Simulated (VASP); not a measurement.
# YTl (Pm-3m) in VASP: single point with LDA

Aim: the single point of YTl with LDA.

Program: VASP 6.6.1. These are calculated values, not measurements. Logs are shortened: lines on timing, memory, paths and dates and some standing lists are left out, and cuts for length are marked.

## (1) The cell of the first run

Symmetry: Pm-3m, No. 221, cubic system. The conventional cell has a = 3.751 Å, b = 3.751 Å, c = 3.751 Å, α = 90.00°, β = 90.00°, γ = 90.00°. Within 4.3 Å of Y (site symmetry m-3m) lie 8 Tl at 3.25 Å and 6 Y at 3.75 Å. Tl (site symmetry m-3m) has 8 Y at 3.25 Å and 6 Tl at 3.75 Å within 4.3 Å.

## (2) Single point, LDA

File POSCAR:

```
YTl
1.0
    3.7510000000      0.0000000000      0.0000000000
    0.0000000000      3.7510000000      0.0000000000
    0.0000000000      0.0000000000      3.7510000000
Y Tl
1 1
Direct
    0.5000000000      0.5000000000      0.5000000000
    0.0000000000      0.0000000000      0.0000000000
```

File INCAR.step1:

```
ALGO = Normal
EDIFF = 1E-6
ENCUT = 400
GGA = CA
GGA_COMPAT = False
ISIF = 2
ISMEAR = 1
LASPH = True
LCHARG = True
LMAXMIX = 4
LORBIT = 11
LREAL = False
LWAVE = False
NBANDS = 19
NEDOS = 2001
NELM = 120
PREC = Accurate
SIGMA = 0.15
```

File KPOINTS.step1:

```
k-points
0
Gamma
  6 6 6
```

File INCAR.step2:

```
ALGO = Normal
EDIFF = 1E-6
ENCUT = 400
GGA = CA
GGA_COMPAT = False
ICHARG = 11
ISIF = 2
ISMEAR = -5
LASPH = True
LCHARG = False
LMAXMIX = 4
LORBIT = 10
LREAL = False
LWAVE = False
NEDOS = 1001
NELM = 120
PREC = Accurate
SIGMA = 0.15
```

File KPOINTS.step2:

```
k-points
0
Gamma
  9 9 9
```

Potentials or basis: VASP PAW LDA potentials, release 64 (Y_sv, Tl_d).

The run is started by

```sh
$ cat potpaw_LDA.64/Y_sv/POTCAR potpaw_LDA.64/Tl_d/POTCAR > POTCAR
$ cp INCAR.step1 INCAR
$ cp KPOINTS.step1 KPOINTS
$ mpirun -np 1 vasp_std > vasp.out
$ cp INCAR.step2 INCAR
$ cp KPOINTS.step2 KPOINTS
$ mpirun -np 1 vasp_std > vasp.out
```

OUTCAR:

```text
EDIFF = 1E-6
   ENCUT = 400
   GGA = CA
   ICHARG = 11
   ISIF = 2
   ISMEAR = -5
   LASPH = True
   LORBIT = 10
   LREAL = False
   NELM = 120
   PREC = Accurate

 ion  position               nearest neighbor table
   1  0.500  0.500  0.500-   2 3.25   2 3.25   2 3.25   2 3.25   2 3.25   2 3.25   2 3.25   2 3.25

   2  0.000  0.000  0.000-   1 3.25   1 3.25   1 3.25   1 3.25   1 3.25   1 3.25   1 3.25   1 3.25

  LATTYP: Found a simple cubic cell.
 ALAT       =     3.7510000000

  Lattice vectors:

 A1 = (   3.7510000000,   0.0000000000,   0.0000000000)
 A2 = (   0.0000000000,   3.7510000000,   0.0000000000)
 A3 = (   0.0000000000,   0.0000000000,   3.7510000000)

Analysis of symmetry for initial positions (statically):
=====================================================================
 Subroutine PRICEL returns:
 Original cell was already a primitive cell.

 Routine SETGRP: Setting up the symmetry group for a
 simple cubic supercell.

 Subroutine GETGRP returns: Found 48 space group operations
 (whereof 48 operations were pure point group operations)
 out of a pool of 48 trial point group operations.

The static configuration has the point symmetry O_h .

Analysis of symmetry for dynamics (positions and initial velocities):
=====================================================================
 Subroutine PRICEL returns:
 Original cell was already a primitive cell.

 Routine SETGRP: Setting up the symmetry group for a
 simple cubic supercell.

 Subroutine GETGRP returns: Found 48 space group operations
 (whereof 48 operations were pure point group operations)
 out of a pool of 48 trial point group operations.

The dynamic configuration has the point symmetry O_h .

 Subroutine INISYM returns: Found 48 space group operations
 (whereof 48 operations are pure point group operations),
 and found     1 'primitive' translations

----------------------------------------------------------------------------------------

                                     Primitive cell

  volume of cell :      52.7766

  direct lattice vectors                    reciprocal lattice vectors
     3.751000000  0.000000000  0.000000000     0.266595575  0.000000000  0.000000000
     0.000000000  3.751000000  0.000000000     0.000000000  0.266595575  0.000000000
     0.000000000  0.000000000  3.751000000     0.000000000  0.000000000  0.266595575

  length of vectors
     3.751000000  3.751000000  3.751000000     0.266595575  0.266595575  0.266595575

  position of ions in fractional coordinates (direct lattice)
     0.500000000  0.500000000  0.500000000
     0.000000000  0.000000000  0.000000000

  ion indices of the primitive-cell ions
   primitive index   ion index
                 1           1
                 2           2

----------------------------------------------------------------------------------------

 KPOINTS: k-points

Automatic generation of k-mesh.
 Grid dimensions read from file:
 generate k-points for:    9    9    9

 Generating k-lattice:

  Cartesian coordinates                     Fractional coordinates (reciprocal lattice)
     0.029621731  0.000000000  0.000000000     0.111111111  0.000000000  0.000000000
     0.000000000  0.029621731  0.000000000     0.000000000  0.111111111  0.000000000
     0.000000000  0.000000000  0.029621731     0.000000000  0.000000000  0.111111111

  Length of vectors
     0.029621731  0.029621731  0.029621731

  Shift w.r.t. Gamma in fractional coordinates (k-lattice)
     0.000000000  0.000000000  0.000000000

 TETIRR: Found    353 inequivalent tetrahedra from     4374

 Subroutine IBZKPT returns following result:
 ===========================================

 Found     35 irreducible k-points:

 Following reciprocal coordinates:
            Coordinates               Weight
  0.000000  0.000000  0.000000      1.000000
  0.111111  0.000000  0.000000      6.000000
  0.222222  0.000000  0.000000      6.000000
  0.333333  0.000000  0.000000      6.000000
  0.444444  0.000000  0.000000      6.000000
  0.111111  0.111111  0.000000     12.000000
[... 16 lines left out ...]
  0.333333  0.333333  0.111111     24.000000
  0.444444  0.333333  0.111111     48.000000
 [... further k-points ...]
   k-points           NKPTS =     35   k-points in BZ     NKDIM =     35   number of bands    NBANDS=     16
   number of dos      NEDOS =   1001   number of ions     NIONS =      2
   total plane-waves  NPLWV =  13824
   dimension x,y,z NGX =    24 NGY =   24 NGZ =   24
   dimension x,y,z NGXF=    48 NGYF=   48 NGZF=   48
   ions per type =               1   1
   NGX,Y,Z   is equivalent  to a cutoff of  10.64, 10.64, 10.64 a.u.
   NGXF,Y,Z  is equivalent  to a cutoff of  21.27, 21.27, 21.27 a.u.
 SYSTEM =  unknown system
   PREC   = accura    normal or accurate (medium, high low for compatibility)
   ISTART =      0    job   : 0-new  1-cont  2-samecut
   ICHARG =     11    charge: 1-file 2-atom 10-const
   ISPIN  =      1    spin polarized calculation?
   LNONCOLLINEAR =      F non collinear calculations
   LSORBIT =      F    spin-orbit coupling
   LASPH  =      T    aspherical Exc in radial PAW
   ENCUT  =  400.0 eV  29.40 Ry    5.42 a.u.   6.12  6.12  6.12*2*pi/ulx,y,z
   NELM   =    120;   NELMIN=  2; NELMDL=  0     # of ELM steps
   EDIFF  = 0.1E-05   stopping-criterion for ELM
   LREAL  =      F    real-space projection
   EDIFFG = 0.1E-04   stopping-criterion for IOM
   NSW    =      0    number of steps for IOM
   IBRION =     -1    ionic relax: 0-MD 1-quasi-New 2-CG
   NFREE  =      0    steps in history (QN), initial steepest desc. (CG)
   ISIF   =      2    stress and relaxation
   ISYM   =      2    0-nonsym 1-usesym 2-fastsym
   POTIM  = 0.5000    time-step for ionic-motion
   TEBEG  =    0.0;   TEEND  =   0.0 temperature during run
   PSTRESS=    0.0 pullay stress
   NELECT =      24.0000    total number of electrons
   NUPDOWN=      -1.0000    fix difference up-down
   EMIN   =  10.00;   EMAX   =-10.00  energy-range for DOS
   EFERMI =   0.00;   METHOD = LEGACY
   ISMEAR =    -5;   SIGMA  =   0.15  broadening in eV -4-tet -1-fermi 0-gaus
   EFERMI_NEDOS =   21; number of points for ismear=-14 and -15
   IALGO  =     38    algorithm
   IMIX   =      4    mixing-type and parameters
     AMIX     =   0.40;   BMIX     =  1.00
     AMIX_MAG =   1.60;   BMIX_MAG =  1.00
  volume/ion in A,a.u.               =      26.39       178.08
  Fermi-wavevector in a.u.,A,eV,Ry     =   1.258920  2.379014 21.563600  1.584880
  Thomas-Fermi vector in A             =   2.392506
   LORBIT       =     10    0 simple, 1 ext, 2 COOP (PROOUT), +10 PAW based schemes
   GGA     = CA    functional components
   LHFCALC =     F    Hartree Fock is set to
   AEXX    =    0.0000 exact exchange contribution
   IVDW    =     0    specifies the selected vdW correction
   LEPSILON=     F    determine dielectric tensor
   LRPA    =     F    only Hartree local field effects (RPA)
 non-spin polarized calculation
 Fermi weights with tetrahedron method with Bloechl corrections
  energy-cutoff  :      400.00
  volume of cell :       52.78
 maximum number of plane-waves:       973

 number of electron      23.9999981 magnetization

 Free energy of the ion-electron system (eV)
  ---------------------------------------------------
  ext. energy  EPLUGINS =         0.00000000
  ---------------------------------------------------
  free energy    TOTEN  =       -10.87871054 eV

  energy without entropy =      -10.87871054  energy(sigma->0) =      -10.87871054

 E-fermi :   5.8644     XC(G=0): -10.7384

 val. band max:        5.8624581735   @ k =   0.3333   0.0000   0.0000
 cond. band min:       5.5003431728   @ k =   0.2222   0.2222   0.2222
 fundamental gap:     -0.3621150007
 Fermi energy:         5.8644317164

 k-point     1 :       0.0000    0.0000    0.0000
  band No.  band energies     occupation
      1     -36.9128      2.00000
      2     -16.9512      2.00000
      3     -16.9512      2.00000
      4     -16.9512      2.00000
      5      -5.7947      2.00000
      6      -5.7947      2.00000
[... 8 lines left out ...]
     15       8.9925      0.00000
     16       9.3772      0.00000

 k-point     2 :       0.1111    0.0000    0.0000
  band No.  band energies     occupation
      1     -36.9113      2.00000
      2     -16.9790      2.00000
      3     -16.9495      2.00000
      4     -16.9495      2.00000
      5      -5.7896      2.00000
      6      -5.7613      2.00000
[... 8 lines left out ...]
     15       8.3302      0.00000
     16       9.3633      0.00000

 k-point     3 :       0.2222    0.0000    0.0000
  band No.  band energies     occupation
      1     -36.9073      2.00000
      2     -17.0484      2.00000
      3     -16.9451      2.00000
      4     -16.9451      2.00000
      5      -5.7766      2.00000
      6      -5.6777      2.00000
[... 8 lines left out ...]
     15       8.2269      0.00000
     16       9.3282      0.00000

 k-point     4 :       0.3333    0.0000    0.0000
  band No.  band energies     occupation
      1     -36.9027      2.00000
      2     -17.1259      2.00000
      3     -16.9400      2.00000
      4     -16.9400      2.00000
      5      -5.7618      2.00000
      6      -5.5927      2.00000
[... 8 lines left out ...]
     15       9.0563      0.00000
     16       9.2883      0.00000

 k-point     5 :       0.4444    0.0000    0.0000
  band No.  band energies     occupation
      1     -36.8997      2.00000
      2     -17.1756      2.00000
      3     -16.9367      2.00000
      4     -16.9367      2.00000
      5      -5.7522      2.00000
      6      -5.6044      2.00000
[... 8 lines left out ...]
     15       9.2623      0.00000
     16      10.1245      0.00000

 k-point     6 :       0.1111    0.1111    0.0000
  band No.  band energies     occupation
      1     -36.9097      2.00000
      2     -16.9799      2.00000
      3     -16.9738      2.00000
      4     -16.9476      2.00000
      5      -5.7712      2.00000
      6      -5.7417      2.00000
[... 8 lines left out ...]
     15       9.1474      0.00000
     16       9.2001      0.00000
[... 267 lines left out ...]
 k-point    21 :       0.3333    0.2222    0.1111
  band No.  band energies     occupation
      1     -36.8959      2.00000
      2     -17.1078      2.00000
      3     -17.0251      2.00000
      4     -16.9558      2.00000
      5      -5.6692      2.00000
      6      -5.6675      2.00000
[... 8 lines left out ...]
     15       8.3508      0.00000
     16       9.8519      0.00000

 k-point    22 :       0.4444    0.2222    0.1111
  band No.  band energies     occupation
      1     -36.8930      2.00000
      2     -17.1545      2.00000
      3     -17.0195      2.00000
      4     -16.9513      2.00000
      5      -5.6959      2.00000
      6      -5.6616      2.00000
[... 8 lines left out ...]
     15       8.4784      0.00000
     16      10.2102      0.00000

 k-point    23 :       0.3333    0.3333    0.1111
  band No.  band energies     occupation
      1     -36.8916      2.00000
      2     -17.1004      2.00000
      3     -17.0911      2.00000
      4     -16.9483      2.00000
      5      -5.7165      2.00000
      6      -5.6417      2.00000
[... 8 lines left out ...]
     15       8.2931      0.00000
     16       9.8121      0.00000

 k-point    24 :       0.4444    0.3333    0.1111
  band No.  band energies     occupation
      1     -36.8887      2.00000
      2     -17.1412      2.00000
      3     -17.0881      2.00000
      4     -16.9434      2.00000
      5      -5.7484      2.00000
      6      -5.6497      2.00000
[... 8 lines left out ...]
     15       8.3364      0.00000
     16       9.5811      0.00000

 [... further k-points ...]
[... 5 lines left out ...]
  --------------------------------------------------------------------------------------
  -------------------------------------------------------------------------------------
  Total       -1.1718321     -1.1718321     -1.1718321      0.0000000      0.0000000      0.0000000
  in kB      -35.5741704    -35.5741704    -35.5741704      0.0000000      0.0000000      0.0000000
  external PRESSURE =     -35.5741704 kB  Pullay stress =       0.0000000 kB

 VOLUME and BASIS-vectors are now :
 -----------------------------------------------------------------------------
  energy-cutoff  :      400.00
  volume of cell :       52.78
      direct lattice vectors                 reciprocal lattice vectors
     3.751000000  0.000000000  0.000000000     0.266595575  0.000000000  0.000000000
     0.000000000  3.751000000  0.000000000     0.000000000  0.266595575  0.000000000
     0.000000000  0.000000000  3.751000000     0.000000000  0.000000000  0.266595575

 POSITION                                       TOTAL-FORCE (eV/Angst)
 -----------------------------------------------------------------------------------
      1.87550      1.87550      1.87550         0.000000      0.000000      0.000000
      0.00000      0.00000      0.00000         0.000000      0.000000      0.000000
 -----------------------------------------------------------------------------------
    total drift:                                0.000000      0.000000     -0.000000

  FREE ENERGIE OF THE ION-ELECTRON SYSTEM (eV)
  ---------------------------------------------------
  free  energy   TOTEN  =       -10.8787105350 eV

  energy  without entropy=      -10.8787105350  energy(sigma->0) =      -10.87871054

 total charge

# of ion       s       p       d       f       tot
--------------------------------------------------
    1        2.196   6.278   0.993   0.017   9.485
    2        1.078   0.703   9.597   0.000  11.378
--------------------------------------------------
tot          3.274   6.981  10.590   0.017  20.863
```

It took 26 s on 1 thread of AMD EPYC 7R43 (Zen 3), shared host; peak memory 0.11 GiB.

Results:

```yaml
Valence_electrons_inside_the_program's_atomic_spheres: Y 9.48; Tl 11.38
```

Caveat: spin-orbit coupling is left out, which moves the levels of the heavy elements; tetrahedron occupations give inexact forces and stress in metals.
